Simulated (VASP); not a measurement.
# ZnSn2N3 (P6/mmm) in VASP: a series of runs

ZnSn2N3 is run at these levels: PBE; tasks: single point.

All numbers are computed with VASP 6.6.1; they aren't measurements. Logs are shortened: lines on timing, memory, paths and dates and some standing lists are left out, and cuts for length are marked.

**1. The cell of the first run**

It takes space group P6/mmm (No. 191, hexagonal). The conventional cell has a = 5.855 Å, b = 5.855 Å, c = 2.947 Å, α = 90.00°, β = 90.00°, γ = 120.00°. Zn (site symmetry 6/mmm) has 2 Zn at 2.95 Å and 12 N at 3.28 Å and 6 Sn at 3.38 Å within 3.9 Å. Sn (site symmetry -6m2) has 6 N at 2.24 Å and 2 Sn at 2.95 Å within 3.0 Å. N (site symmetry mmm) has 4 Sn at 2.24 Å and 6 N at 2.93 to 2.95 Å within 3.0 Å.

The cell was generated, and may not be a known phase.

**2. Single point, PBE**

File INCAR:

```
SYSTEM = ZnSn2N3
PREC = Accurate
ENCUT = 520
EDIFF = 1E-6
ISMEAR = 0
SIGMA = 0.1
LREAL = .False.
LASPH = .True.
NELM = 100
ALGO = Fast
ISIF = 2
LWAVE = .False.
LCHARG = .True.
GGA = PE
LELF = .True.
LVHAR = .True.
NBANDS = 36
```

File KPOINTS:

```
regular mesh
0
Gamma
  3 3 6
  0 0 0
```

File POSCAR:

```
ZnSn2N3
1.0
    5.8551567079     -0.0000000029      0.0000000000
   -2.9275783514      5.0707144536      0.0000000000
    0.0000000000      0.0000000000      2.9467159519
Zn Sn N
1 2 3
Direct
    0.0000000000      0.0000000000      0.0000000000
    0.3333333333      0.6666666667      0.0000000000
    0.6666666667      0.3333333333      0.0000000000
    0.5000000000      0.0000000000      0.5000000000
    0.5000000000      0.5000000000      0.5000000000
    0.0000000000      0.5000000000      0.5000000000
```

Potentials or basis: VASP PAW PBE potentials, release 64 (Zn, Sn_d, N).

Launch:

```sh
> cat potpaw_PBE.64/Zn/POTCAR potpaw_PBE.64/Sn_d/POTCAR potpaw_PBE.64/N/POTCAR > POTCAR
> mpirun -np 1 vasp_std > vasp.out
```

OUTCAR:

```text
SYSTEM = ZnSn2N3
   PREC = Accurate
   ENCUT = 520
   EDIFF = 1E-6
   ISMEAR = 0
   LREAL = .False.
   LASPH = .True.
   NELM = 100
   ISIF = 2
   GGA = PE

 ion  position               nearest neighbor table
   1  0.000  0.000  0.000-   2 3.38   3 3.38   2 3.38   3 3.38   3 3.38   2 3.38
   2  0.333  0.667  0.000-   4 2.24   4 2.24   6 2.24   6 2.24   5 2.24   5 2.24   3 3.38   1 3.38
                             3 3.38   1 3.38   1 3.38   3 3.38
   3  0.667  0.333  0.000-   4 2.24   4 2.24   6 2.24   6 2.24   5 2.24   5 2.24   2 3.38   1 3.38
                             2 3.38   1 3.38   1 3.38   2 3.38
   4  0.500  0.000  0.500-   2 2.24   3 2.24   2 2.24   3 2.24
   5  0.500  0.500  0.500-   2 2.24   3 2.24   2 2.24   3 2.24
   6  0.000  0.500  0.500-   2 2.24   3 2.24   2 2.24   3 2.24

  LATTYP: Found a hexagonal cell.
 ALAT       =     5.8551567079
 C/A-ratio  =     0.5032685031

  Lattice vectors:

 A1 = (   5.8551567079,  -0.0000000029,   0.0000000000)
 A2 = (  -2.9275783514,   5.0707144536,   0.0000000000)
 A3 = (   0.0000000000,   0.0000000000,   2.9467159519)

Analysis of symmetry for initial positions (statically):
=====================================================================
 Subroutine PRICEL returns:
 Original cell was already a primitive cell.

 Routine SETGRP: Setting up the symmetry group for a
 hexagonal supercell.

 Subroutine GETGRP returns: Found 24 space group operations
 (whereof 24 operations were pure point group operations)
 out of a pool of 24 trial point group operations.

The static configuration has the point symmetry D_6h.

Analysis of symmetry for dynamics (positions and initial velocities):
=====================================================================
 Subroutine PRICEL returns:
 Original cell was already a primitive cell.

 Routine SETGRP: Setting up the symmetry group for a
 hexagonal supercell.

 Subroutine GETGRP returns: Found 24 space group operations
 (whereof 24 operations were pure point group operations)
 out of a pool of 24 trial point group operations.

The dynamic configuration has the point symmetry D_6h.

 Subroutine INISYM returns: Found 24 space group operations
 (whereof 24 operations are pure point group operations),
 and found     1 'primitive' translations

----------------------------------------------------------------------------------------

                                     Primitive cell

  volume of cell :      87.4875

  direct lattice vectors                    reciprocal lattice vectors
     5.855156708 -0.000000003  0.000000000     0.170789622  0.098605434  0.000000000
    -2.927578351  5.070714454  0.000000000     0.000000000  0.197210868  0.000000000
     0.000000000  0.000000000  2.946715952     0.000000000  0.000000000  0.339360840

  length of vectors
     5.855156708  5.855156708  2.946715952     0.197210868  0.197210868  0.339360840

  position of ions in fractional coordinates (direct lattice)
     0.000000000  0.000000000  0.000000000
     0.333333333  0.666666667  0.000000000
     0.666666667  0.333333333  0.000000000
     0.500000000  0.000000000  0.500000000
     0.500000000  0.500000000  0.500000000
     0.000000000  0.500000000  0.500000000

  ion indices of the primitive-cell ions
   primitive index   ion index
                 1           1
                 2           2
                 3           3
                 4           4
                 5           5
                 6           6

----------------------------------------------------------------------------------------

 KPOINTS: regular mesh

Automatic generation of k-mesh.
 Grid dimensions read from file:
 generate k-points for:    3    3    6

 Generating k-lattice:

  Cartesian coordinates                     Fractional coordinates (reciprocal lattice)
     0.056929874  0.032868478  0.000000000     0.333333333  0.000000000  0.000000000
     0.000000000  0.065736956  0.000000000     0.000000000  0.333333333  0.000000000
     0.000000000  0.000000000  0.056560140     0.000000000  0.000000000  0.166666667

  Length of vectors
     0.065736956  0.065736956  0.056560140

  Shift w.r.t. Gamma in fractional coordinates (k-lattice)
     0.000000000  0.000000000  0.000000000

 Subroutine IBZKPT returns following result:
 ===========================================

 Found     12 irreducible k-points:

 Following reciprocal coordinates:
            Coordinates               Weight
  0.000000  0.000000  0.000000      1.000000
  0.333333  0.000000  0.000000      6.000000
  0.333333  0.333333  0.000000      2.000000
  0.000000  0.000000  0.166667      2.000000
  0.333333  0.000000  0.166667     12.000000
  0.333333  0.333333  0.166667      4.000000
  0.000000  0.000000  0.333333      2.000000
  0.333333  0.000000  0.333333     12.000000
  0.333333  0.333333  0.333333      4.000000
  0.000000  0.000000  0.500000      1.000000
  0.333333  0.000000  0.500000      6.000000
  0.333333  0.333333  0.500000      2.000000
   k-points           NKPTS =     12   k-points in BZ     NKDIM =     12   number of bands    NBANDS=     36
   number of dos      NEDOS =    301   number of ions     NIONS =      6
   total plane-waves  NPLWV =  55296
   dimension x,y,z NGX =    48 NGY =   48 NGZ =   24
   dimension x,y,z NGXF=    96 NGYF=   96 NGZF=   48
   ions per type =               1   2   3
   NGX,Y,Z   is equivalent  to a cutoff of  13.63, 13.63, 13.54 a.u.
   NGXF,Y,Z  is equivalent  to a cutoff of  27.26, 27.26, 27.08 a.u.
 SYSTEM =  ZnSn2N3
   PREC   = accura    normal or accurate (medium, high low for compatibility)
   ISTART =      0    job   : 0-new  1-cont  2-samecut
   ICHARG =      2    charge: 1-file 2-atom 10-const
   ISPIN  =      1    spin polarized calculation?
   LNONCOLLINEAR =      F non collinear calculations
   LSORBIT =      F    spin-orbit coupling
   LASPH  =      T    aspherical Exc in radial PAW
   ENCUT  =  520.0 eV  38.22 Ry    6.18 a.u.  10.89 10.89  5.48*2*pi/ulx,y,z
   NELM   =    100;   NELMIN=  2; NELMDL= -5     # of ELM steps
   EDIFF  = 0.1E-05   stopping-criterion for ELM
   LREAL  =      F    real-space projection
[... 7 lines left out ...]
   TEBEG  =    0.0;   TEEND  =   0.0 temperature during run
   PSTRESS=    0.0 pullay stress
   NELECT =      55.0000    total number of electrons
   NUPDOWN=      -1.0000    fix difference up-down
   EMIN   =  10.00;   EMAX   =-10.00  energy-range for DOS
   EFERMI =   0.00;   METHOD = LEGACY
   ISMEAR =     0;   SIGMA  =   0.10  broadening in eV -4-tet -1-fermi 0-gaus
   EFERMI_NEDOS =   21; number of points for ismear=-14 and -15
   IALGO  =     68    algorithm
   IMIX   =      4    mixing-type and parameters
     AMIX     =   0.40;   BMIX     =  1.00
     AMIX_MAG =   1.60;   BMIX_MAG =  1.00
  volume/ion in A,a.u.               =      14.58        98.40
  Fermi-wavevector in a.u.,A,eV,Ry     =   1.402427  2.650204 26.759977  1.966803
  Thomas-Fermi vector in A             =   2.525190
   LORBIT       =      0    0 simple, 1 ext, 2 COOP (PROOUT), +10 PAW based schemes
   GGA     = PE    functional components
   LHFCALC =     F    Hartree Fock is set to
   AEXX    =    0.0000 exact exchange contribution
   IVDW    =     0    specifies the selected vdW correction
   LEPSILON=     F    determine dielectric tensor
   LRPA    =     F    only Hartree local field effects (RPA)
 non-spin polarized calculation
 RMM-DIIS sequential band-by-band and
 Gauss-broadening in eV      SIGMA  =   0.10
  energy-cutoff  :      520.00
  volume of cell :       87.49
 maximum number of plane-waves:      2387
 NGX is ok and might be reduce to    48
   NGX = 21   NGY = 21   NGZ = 11

 number of electron      54.9999988 magnetization

 Free energy of the ion-electron system (eV)
  ---------------------------------------------------
  ext. energy  EPLUGINS =         0.00000000
  ---------------------------------------------------
  free energy    TOTEN  =       -27.74254793 eV

  energy without entropy =      -27.71179502  energy(sigma->0) =      -27.72717148

 E-fermi :   6.1981     XC(G=0): -11.0384

 val. band max:        6.1962799013   @ k =   0.0000   0.0000   0.1667
 cond. band min:       6.2845036364   @ k =   0.3333   0.3333   0.5000
 fundamental gap:      0.0882237350
 Fermi energy:         6.1981445782

 k-point     1 :       0.0000    0.0000    0.0000
  band No.  band energies     occupation
      1     -15.3151      2.00000
      2     -15.2710      2.00000
      3     -15.1261      2.00000
      4     -15.1261      2.00000
      5     -15.0100      2.00000
      6     -15.0100      2.00000
[... 28 lines left out ...]
     35      15.5185      0.00000
     36      15.5340      0.00000

 k-point     2 :       0.3333    0.0000    0.0000
  band No.  band energies     occupation
      1     -15.3061      2.00000
      2     -15.2810      2.00000
      3     -15.1466      2.00000
      4     -15.1196      2.00000
      5     -15.0201      2.00000
      6     -14.9869      2.00000
[... 28 lines left out ...]
     35      14.5931      0.00000
     36      15.3369      0.00000

 k-point     3 :       0.3333    0.3333    0.0000
  band No.  band energies     occupation
      1     -15.2937      2.00000
      2     -15.2937      2.00000
      3     -15.1658      2.00000
      4     -15.0710      2.00000
      5     -15.0710      2.00000
      6     -14.9659      2.00000
[... 28 lines left out ...]
     35      14.6372      0.00000
     36      14.6449      0.00000
[... 274 lines left out ...]
 k-point    11 :       0.3333    0.0000    0.5000
  band No.  band energies     occupation
      1     -15.3189      2.00000
      2     -15.2808      2.00000
      3     -15.1678      2.00000
      4     -15.1235      2.00000
      5     -15.0694      2.00000
      6     -15.0537      2.00000
[... 28 lines left out ...]
     35      12.5890      0.00000
     36      14.0799      0.00000

 k-point    12 :       0.3333    0.3333    0.5000
  band No.  band energies     occupation
      1     -15.3240      2.00000
      2     -15.2257      2.00000
      3     -15.2257      2.00000
      4     -15.1188      2.00000
      5     -15.0854      2.00000
      6     -15.0206      2.00000
[... 28 lines left out ...]
     35      14.5784      0.00000
     36      14.5820      0.00000

------------------------ aborting loop because EDIFF is reached ----------------------------------------

  FORCE on cell =-STRESS in cart. coord.  units (eV):
  Direction    XX          YY          ZZ          XY          YZ          ZX
  --------------------------------------------------------------------------------------
  -------------------------------------------------------------------------------------
  Total        0.0474169      0.0474169     -0.0087930      0.0000000      0.0000000      0.0000000
  in kB        0.8683566      0.8683566     -0.1610280      0.0000000      0.0000000      0.0000000
  external PRESSURE =       0.5252284 kB  Pullay stress =       0.0000000 kB

 VOLUME and BASIS-vectors are now :
 -----------------------------------------------------------------------------
  energy-cutoff  :      520.00
  volume of cell :       87.49
      direct lattice vectors                 reciprocal lattice vectors
     5.855156708 -0.000000003  0.000000000     0.170789622  0.098605434  0.000000000
    -2.927578351  5.070714454  0.000000000     0.000000000  0.197210868  0.000000000
     0.000000000  0.000000000  2.946715952     0.000000000  0.000000000  0.339360840

 POSITION                                       TOTAL-FORCE (eV/Angst)
 -----------------------------------------------------------------------------------
      0.00000      0.00000      0.00000        -0.000000      0.000000      0.000000
      0.00000      3.38048      0.00000        -0.000000      0.000000      0.000000
      2.92758      1.69024      0.00000         0.000000     -0.000000      0.000000
      2.92758     -0.00000      1.47336        -0.000000      0.000000      0.000000
      1.46379      2.53536      1.47336        -0.000000      0.000000      0.000000
     -1.46379      2.53536      1.47336        -0.000000      0.000000      0.000000
 -----------------------------------------------------------------------------------
    total drift:                               -0.000000      0.000000      0.000000

  FREE ENERGIE OF THE ION-ELECTRON SYSTEM (eV)
  ---------------------------------------------------
  free  energy   TOTEN  =       -27.7425479327 eV

  energy  without entropy=      -27.7117950203  energy(sigma->0) =      -27.72717148
```

It took 66 s on 1 thread of Oxide Virtual Turin-like, shared host; peak memory 0.2 GiB.

Results:

* Free energy: -27.7425 eV
* Pressure: 0.1 GPa
* Band gap on the k mesh: zero (an odd number of electrons rules out a gap without spin polarisation)

Levels at points of the mesh, in eV from the Fermi level:
```tsv
k point	band 26	band 27	band 28	band 29	band 30	band 31
(0.00, 0.00, 0.00)	-0.28	-0.22	-0.22	-0.15	4.46	4.46
(0.00, 0.00, 0.50)	-0.17	-0.17	0.49	0.79	1.63	2.01
```

Caveat: the k points lie up to 0.41 Å⁻¹ apart, too coarse for converged energies and pressures of a metal; spin-orbit coupling is left out, which moves the levels of the heavy elements; an odd number of electrons without spin polarisation forces a metal; a magnetic or distorted state may lie lower.

**3. Single point, PBE**

This run uses another cell than the first one, of 15.99 Å³/atom.

File INCAR:

```
PREC     = Accurate       # precision mode
ENCUT    = 520            # plane-wave cutoff, eV
EDIFF    = 1E-6           # SCF threshold, eV
ISMEAR   = 0              # smearing method
SIGMA    = 0.1            # smearing width, eV
LREAL    = F              # projectors in reciprocal space
LASPH    = T              # aspherical terms in the spheres
NELM     = 80             # most SCF steps
ALGO     = Normal         # electronic algorithm
ISIF     = 2              # what is computed and relaxed
LWAVE    = F              # write WAVECAR
LCHARG   = F              # write CHGCAR
GGA      = PE             # functional
NBANDS   = 36             # bands
```

File KPOINTS:

```
regular mesh
0
Gamma
  3 3 6
```

File POSCAR:

```
ZnSn2N3
1.0
    5.8213275100      0.0000000000      0.0000000000
   -2.9106637500      5.0414175000      0.0000000000
    0.0000000000      0.0000000000      3.2697610900
Zn Sn N
1 2 3
Direct
    0.0000000000      0.0000000000      0.0000000000
    0.3333333300      0.6666666700      0.0000000000
    0.6666666700      0.3333333300      0.0000000000
    0.5000000000      0.0000000000      0.5000000000
    0.5000000000      0.5000000000      0.5000000000
    0.0000000000      0.5000000000      0.5000000000
```

Potentials or basis: VASP PAW PBE potentials, release 64 (Zn, Sn_d, N).

Launch:

```sh
> cat potpaw_PBE.64/Zn/POTCAR potpaw_PBE.64/Sn_d/POTCAR potpaw_PBE.64/N/POTCAR > POTCAR
> mpirun -np 1 vasp_std > vasp.out
```

It took 62 s on 1 thread of Oxide Virtual Turin-like, shared host; peak memory 0.2 GiB.

Results (log left out):

| Item | Value |
| --- | --- |
| Free energy | -26.8775 eV |
| Pressure | -8.8 GPa |
| Band gap on the k mesh | zero (an odd number of electrons rules out a gap without spin polarisation) |

Stress tensor (GPa, compression positive):
```
 -0.90   0.00   0.00
  0.00  -0.90   0.00
  0.00   0.00 -24.58
```

Levels at points of the mesh, in eV from the Fermi level:
| k point | band 25 | band 26 | band 27 | band 28 | band 29 | band 30 |
| --- | --- | --- | --- | --- | --- | --- |
| (0.00, 0.00, 0.00) | -0.92 | -0.92 | -0.50 | -0.50 | 0.08 | 3.07 |
| (0.00, 0.00, 0.50) | -2.04 | 0.04 | 0.04 | 0.24 | 0.44 | 1.50 |

Caveat: the k points lie up to 0.42 Å⁻¹ apart, too coarse for converged energies and pressures of a metal; spin-orbit coupling is left out, which moves the levels of the heavy elements; an odd number of electrons without spin polarisation forces a metal; a magnetic or distorted state may lie lower.

The gap in the log of VASP goes by the Fermi energy; the results here count the filled bands.